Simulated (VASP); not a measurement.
# SiC in VASP: a series of runs, part 2 of 2

VASP 6.6.1. The steps go on from the part before.

## (4) Electric field gradients, PBE

Input file INCAR:

```
PREC = Accurate
ENCUT = 520
EDIFF = 1E-8
ISMEAR = -1
SIGMA = 0.05
LREAL = False
LASPH = True
NELM = 100
ALGO = Normal
ISIF = 2
LWAVE = False
LCHARG = False
GGA = PE
LEFG = True
NBANDS = 11
```

Input file KPOINTS:

```
regular mesh
0
Gamma
  12 12 12
```

Input file POSCAR:

```
SiC
1.0
    0.0000000000      2.1740000000      2.1740000000
    2.1740000000      0.0000000000      2.1740000000
    2.1740000000      2.1740000000      0.0000000000
Si C
1 1
Direct
    0.0000000000      0.0000000000      0.0000000000
    0.7500000000      0.7500000000      0.7500000000
```

Potentials or basis: VASP PAW PBE potentials, release 64 (Si, C).

The run is started by

```
$ cat potpaw_PBE.64/Si/POTCAR potpaw_PBE.64/C/POTCAR > POTCAR
$ mpirun -np 1 vasp_std > vasp.out
```

OUTCAR:

```text
PREC = Accurate
   ENCUT = 520
   EDIFF = 1E-8
   ISMEAR = -1
   LREAL = False
   LASPH = True
   NELM = 100
   ISIF = 2
   GGA = PE

 ion  position               nearest neighbor table
   1  0.000  0.000  0.000-   2 1.88   2 1.88   2 1.88   2 1.88
   2  0.750  0.750  0.750-   1 1.88   1 1.88   1 1.88   1 1.88

  LATTYP: Found a face centered cubic cell.
 ALAT       =     4.3480000000

  Lattice vectors:

 A1 = (   0.0000000000,   2.1740000000,   2.1740000000)
 A2 = (   2.1740000000,   0.0000000000,   2.1740000000)
 A3 = (   2.1740000000,   2.1740000000,   0.0000000000)

Analysis of symmetry for initial positions (statically):
=====================================================================
 Subroutine PRICEL returns:
 Original cell was already a primitive cell.

 Routine SETGRP: Setting up the symmetry group for a
 face centered cubic supercell.

 Subroutine GETGRP returns: Found 24 space group operations
[... 522 lines left out ...]
  volume of cell :       20.55
      direct lattice vectors                 reciprocal lattice vectors
     0.000000000  2.174000000  2.174000000    -0.229990800  0.229990800  0.229990800
     2.174000000  0.000000000  2.174000000     0.229990800 -0.229990800  0.229990800
     2.174000000  2.174000000  0.000000000     0.229990800  0.229990800 -0.229990800

 POSITION                                       TOTAL-FORCE (eV/Angst)
 -----------------------------------------------------------------------------------
      0.00000      0.00000      0.00000        -0.000000     -0.000000     -0.000000
      3.26100      3.26100      3.26100         0.000000      0.000000      0.000000
 -----------------------------------------------------------------------------------
    total drift:                               -0.000000     -0.000000     -0.000000

  FREE ENERGIE OF THE ION-ELECTRON SYSTEM (eV)
  ---------------------------------------------------
  free  energy   TOTEN  =       -15.0542614829 eV

  energy  without entropy=      -15.0542614696  energy(sigma->0) =      -15.05426148

 Electric field gradients (V/A^2)
---------------------------------------------------------------------
 ion       V_xx      V_yy      V_zz      V_xy      V_xz      V_yz
---------------------------------------------------------------------
   1      -0.000    -0.000    -0.000     0.000     0.000     0.000
   2      -0.000    -0.000     0.000     0.000     0.000     0.000
---------------------------------------------------------------------

 Electric field gradients after diagonalization (V/A^2)
 (convention: |V_zz| > |V_xx| > |V_yy|)
----------------------------------------------------------------------
 ion       V_xx      V_yy      V_zz     asymmetry (V_yy - V_xx)/ V_zz
----------------------------------------------------------------------
   1      -0.000    -0.000     0.000       0.000
   2      -0.000    -0.000     0.000       0.000
----------------------------------------------------------------------

           NMR quadrupolar parameters

 Cq : quadrupolar parameter    Cq=e*Q*V_zz/h
 eta: asymmetry parameters     (V_yy - V_xx)/ V_zz
 Q  : nuclear electric quadrupole moment in mb (millibarn)
----------------------------------------------------------------------
 ion       Cq(MHz)       eta       Q (mb)
----------------------------------------------------------------------
   1       0.000       0.000       1.000
   2       0.000       0.000       1.000
----------------------------------------------------------------------
```

stdout:

```text
POSCAR found type information on POSCAR SiC
 POSCAR found :  2 types and       2 ions
 scaLAPACK will be used
 LDA part: xc-table for (Slater+PW92), standard interpolation
 POSCAR, INCAR and KPOINTS ok, starting setup
 FFT: planning ... GRIDC
 FFT: planning ... GRID_SOFT
 FFT: planning ... GRID
 WAVECAR not read
 entering main loop
ion   1

ion   2
```

Wall time 12 s (1 thread of Intel Xeon Platinum 8259CL at 2.50GHz (Skylake/Cascade Lake), shared host); peak memory 0.14 GiB.

What came out:

- Free energy: -15.0543 eV
- Pressure: 4.8 GPa
- Band gap on the k mesh: 1.35 eV, indirect (least direct gap 4.55 eV)

Caveat: without QUAD_EFG the Cq values of the log hold for a quadrupole moment of 1 mb, not for the nuclei.

## (5) Electric field gradients, PBE (x and y stretched by -3 %, z held)

Input file INCAR:

```
SYSTEM = SiC
PREC     = Accurate       ! precision mode
ENCUT    = 520            ! plane-wave cutoff, eV
EDIFF    = 1E-8           ! SCF threshold, eV
ISMEAR   = -1             ! smearing method
SIGMA    = 0.05           ! smearing width, eV
LREAL    = .False.        ! projectors in reciprocal space
LASPH    = .True.         ! aspherical terms in the spheres
NELM     = 60             ! most SCF steps
ALGO     = Normal         ! electronic algorithm
ISIF     = 2              ! what is computed and relaxed
LWAVE    = .False.        ! write WAVECAR
LCHARG   = .False.        ! write CHGCAR
GGA      = PE             ! functional
LEFG     = .True.       
NBANDS   = 11             ! bands
```

Input file KPOINTS:

```
regular mesh
0
Gamma
  16 16 16
  0 0 0
```

Input file POSCAR:

```
SiC
1.0
    0.0000000000      2.1087800000      2.1740000000
    2.1087800000      0.0000000000      2.1740000000
    2.1087800000      2.1087800000      0.0000000000
Si C
1 1
Direct
    0.0000000000      0.0000000000      0.0000000000
    0.7500000000      0.7500000000      0.7500000000
```

Potentials or basis: VASP PAW PBE potentials, release 64 (Si, C).

The run is started by

```
$ cat potpaw_PBE.64/Si/POTCAR potpaw_PBE.64/C/POTCAR > POTCAR
$ mpirun -np 1 vasp_std > vasp.out
```

OUTCAR:

```text
SYSTEM = SiC
   PREC = Accurate
   ENCUT = 520
   EDIFF = 1E-8
   ISMEAR = -1
   LREAL = .False.
   LASPH = .True.
   NELM = 60
   ISIF = 2
   GGA = PE

 ion  position               nearest neighbor table
   1  0.000  0.000  0.000-   2 1.85   2 1.85   2 1.85   2 1.85
   2  0.750  0.750  0.750-   1 1.85   1 1.85   1 1.85   1 1.85

  LATTYP: Found a body centered tetragonal cell.
 ALAT       =     2.9822652761
 C/A-ratio  =     1.4579521262

  Lattice vectors:

 A1 = (  -2.1087800000,   0.0000000000,   2.1740000000)
 A2 = (   2.1087800000,   0.0000000000,   2.1740000000)
 A3 = (   0.0000000000,   2.1087800000,  -2.1740000000)

Analysis of symmetry for initial positions (statically):
=====================================================================
 Subroutine PRICEL returns:
 Original cell was already a primitive cell.

 Routine SETGRP: Setting up the symmetry group for a
 body centered tetragonal supercell.

 Subroutine GETGRP returns: Found  8 space group operations
 (whereof  8 operations were pure point group operations)
 out of a pool of 16 trial point group operations.

The static configuration has the point symmetry D_2d.

Analysis of symmetry for dynamics (positions and initial velocities):
=====================================================================
 Subroutine PRICEL returns:
 Original cell was already a primitive cell.

 Routine SETGRP: Setting up the symmetry group for a
 body centered tetragonal supercell.

 Subroutine GETGRP returns: Found  8 space group operations
 (whereof  8 operations were pure point group operations)
 out of a pool of 16 trial point group operations.

[... 480 lines left out ...]
      3       8.3288      2.00000
      4       8.9593      1.99999
      5      16.1478      0.00000
      6      16.6892      0.00000
      7      16.8110      0.00000
      8      17.3954      0.00000
      9      22.6603      0.00000
     10      23.0408      0.00000
     11      26.1411      0.00000

 [... further k-points ...]

------------------------ aborting loop because EDIFF is reached ----------------------------------------

  FORCE on cell =-STRESS in cart. coord.  units (eV):
  Direction    XX          YY          ZZ          XY          YZ          ZX
  --------------------------------------------------------------------------------------
  -------------------------------------------------------------------------------------
  Total        2.8105675      2.8105675      1.7934845      0.0000000      0.0000000     -0.0000000
  in kB      232.8908975    232.8908975    148.6127708      0.0000000      0.0000000     -0.0000000
  external PRESSURE =     204.7981886 kB  Pullay stress =       0.0000000 kB

 VOLUME and BASIS-vectors are now :
 -----------------------------------------------------------------------------
  energy-cutoff  :      520.00
  volume of cell :       19.34
      direct lattice vectors                 reciprocal lattice vectors
     0.000000000  2.108780000  2.174000000    -0.237103918  0.237103918  0.229990800
     2.108780000  0.000000000  2.174000000     0.237103918 -0.237103918  0.229990800
     2.108780000  2.108780000  0.000000000     0.237103918  0.237103918 -0.229990800

 POSITION                                       TOTAL-FORCE (eV/Angst)
 -----------------------------------------------------------------------------------
      0.00000      0.00000      0.00000        -0.000000     -0.000000      0.000000
      3.16317      3.16317      3.26100         0.000000      0.000000     -0.000000
 -----------------------------------------------------------------------------------
    total drift:                               -0.000000     -0.000000     -0.000000

  FREE ENERGIE OF THE ION-ELECTRON SYSTEM (eV)
  ---------------------------------------------------
  free  energy   TOTEN  =       -14.9506058605 eV

  energy  without entropy=      -14.9506058168  energy(sigma->0) =      -14.95060584

 Electric field gradients (V/A^2)
---------------------------------------------------------------------
 ion       V_xx      V_yy      V_zz      V_xy      V_xz      V_yz
---------------------------------------------------------------------
   1       1.790     1.790    -3.580     0.000     0.000     0.000
   2      -1.089    -1.089     2.177    -0.000    -0.000    -0.000
---------------------------------------------------------------------

 Electric field gradients after diagonalization (V/A^2)
 (convention: |V_zz| > |V_xx| > |V_yy|)
----------------------------------------------------------------------
 ion       V_xx      V_yy      V_zz     asymmetry (V_yy - V_xx)/ V_zz
----------------------------------------------------------------------
   1       1.790     1.790    -3.580       0.000
   2      -1.089    -1.088     2.177       0.000
----------------------------------------------------------------------

           NMR quadrupolar parameters

 Cq : quadrupolar parameter    Cq=e*Q*V_zz/h
 eta: asymmetry parameters     (V_yy - V_xx)/ V_zz
 Q  : nuclear electric quadrupole moment in mb (millibarn)
----------------------------------------------------------------------
 ion       Cq(MHz)       eta       Q (mb)
----------------------------------------------------------------------
   1      -0.009       0.000       1.000
   2       0.005       0.000       1.000
----------------------------------------------------------------------
```

OSZICAR:

```text
N       E                     dE             d eps       ncg     rms          rms(c)
DAV:   1     0.332617941701E+01    0.33262E+01   -0.40385E+03  7990   0.617E+02
DAV:   2    -0.164416508229E+02   -0.19768E+02   -0.18854E+02  9628   0.111E+02
DAV:   3    -0.170007680934E+02   -0.55912E+00   -0.55793E+00  9415   0.154E+01
DAV:   4    -0.170027248590E+02   -0.19568E-02   -0.19567E-02  8880   0.116E+00
DAV:   5    -0.170027326240E+02   -0.77650E-05   -0.77646E-05  9471   0.679E-02    0.955E+00
DAV:   6    -0.150313537253E+02    0.19714E+01   -0.66044E+00  8626   0.118E+01    0.430E+00
DAV:   7    -0.149586735757E+02    0.72680E-01   -0.47679E-01  9246   0.390E+00    0.191E+00
DAV:   8    -0.149504000222E+02    0.82736E-02   -0.21264E-02  8701   0.975E-01    0.170E-01
DAV:   9    -0.149505054312E+02   -0.10541E-03   -0.14823E-03  9573   0.226E-01    0.115E-01
DAV:  10    -0.149506036443E+02   -0.98213E-04   -0.19976E-04  8632   0.885E-02    0.260E-02
DAV:  11    -0.149506054593E+02   -0.18150E-05   -0.32539E-05  9235   0.309E-02    0.656E-03
DAV:  12    -0.149506058284E+02   -0.36906E-06   -0.14947E-06  9022   0.746E-03    0.117E-03
DAV:  13    -0.149506058694E+02   -0.41058E-07   -0.66065E-08  9013   0.185E-03    0.104E-03
DAV:  14    -0.149506058605E+02    0.89353E-08   -0.47637E-09  6208   0.473E-04
   1 F= -.14950606E+02 E0= -.14950606E+02  d E =-.436934E-07
```

stdout:

```text
POSCAR found type information on POSCAR SiC
 POSCAR found :  2 types and       2 ions
 scaLAPACK will be used
 LDA part: xc-table for (Slater+PW92), standard interpolation
 POSCAR, INCAR and KPOINTS ok, starting setup
 FFT: planning ... GRIDC
 FFT: planning ... GRID_SOFT
 FFT: planning ... GRID
 WAVECAR not read
 entering main loop
ion   1

ion   2
```

Wall time 48 s (1 thread of Intel Xeon Platinum 8259CL at 2.50GHz (Skylake/Cascade Lake), shared host); peak memory 0.19 GiB.

Results:

```yaml
Free_energy: -14.9506 eV
Pressure: 20.5 GPa
Band_gap_on_the_k_mesh: 1.12 eV, indirect (least direct gap 4.57 eV)
```

Levels at points of the mesh, in eV from the valence-band top:
```csv
k point,band 2,band 3,band 4,band 5,band 6,band 7
"(0.00, 0.00, 0.00)",-0.22,0.00,0.00,6.95,7.70,7.70
"(0.50, 0.00, 0.00)",-8.99,-1.34,-0.94,5.85,7.32,7.68
"(0.50, 0.50, 0.00)",-8.36,-3.16,-3.16,1.42,4.85,14.86
"(0.50, 0.00, 0.50)",-7.96,-3.53,-3.48,1.12,4.31,14.18
```

Electric field gradients, principal values (V/Å²):
| atom | least | middle | greatest (by size) |
| --- | --- | --- | --- |
| 1 Si | 1.790 | 1.790 | -3.580 |
| 2 C | -1.088 | -1.089 | 2.177 |

Caveat: the cell differs from its parent crystal (x and y stretched by -3 %, z held); without QUAD_EFG the Cq values of the log hold for a quadrupole moment of 1 mb, not for the nuclei. A k mesh can miss the band edges.

## (6) The runs side by side

```csv
cell,k mesh,gap on the mesh (eV),pressure (GPa)
"a = 3.075 Å, angles 60.0°, 2 atoms",5 × 5 × 5,1.81,4.9
"a = 3.075 Å, angles 60.0°, 2 atoms",8 × 8 × 8,1.35,4.8
"a = 3.075 Å, angles 60.0°, 2 atoms",12 × 12 × 12,1.35,4.8
"a = 3.029, b = 3.029, c = 2.982 Å, angles 60.5, 60.5, 59.0°, 2 atoms",16 × 16 × 16,1.12,20.5
```

Alike in all rows: task electric field gradients; level PBE; potentials or basis VASP PAW PBE potentials, release 64 (Si, C); no spin polarisation; cutoff (eV) 520; smearing fermi-dirac 0.05 eV.

Caveats: some runs use coarse meshes.

Absolute energies hang on the potentials; compare differences alone.
